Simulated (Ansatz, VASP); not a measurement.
## Two plane-wave programs on Ca2Be

```xyz
3
Lattice="5.2843 0.0000 0.0000 -2.6422 4.5764 0.0000 0.0000 0.0000 3.1808" Properties=species:S:1:pos:R:3 pbc="T T T"
Ca    0.0000    3.0509    1.5904
Ca    2.6422    1.5255    1.5904
Be    0.0000    0.0000    0.0000
```

Alike in both runs: task relaxation of cell and atoms; functional PBE; k mesh 12 × 12 × 14; occupations gaussian, width 0.1 eV; no spin polarisation.

```csv
,VASP,Ansatz
version,VASP 6.6.1,Ansatz 0.2.0
potentials or method,"VASP PAW PBE potentials, release 64 (Ca_sv, Be), cutoff 600 eV","scalar-relativistic, plane waves, PAW"
valence electrons in the cell,22,22
```

|  | VASP | Ansatz | Ansatz less VASP |
| --- | --- | --- | --- |
| gap on the k mesh at the Fermi level, each at its own relaxed structure (eV) | none | none | - |
| relaxed volume (Å³/atom) | 25.74 | 25.69 | -0.052 |
| relaxed length of the cell vector where the two differ most in proportion (Å) | 5.270 | 5.266 | -0.0039 |

A gap of «none» marks a metal or a gap that the smearing closes.
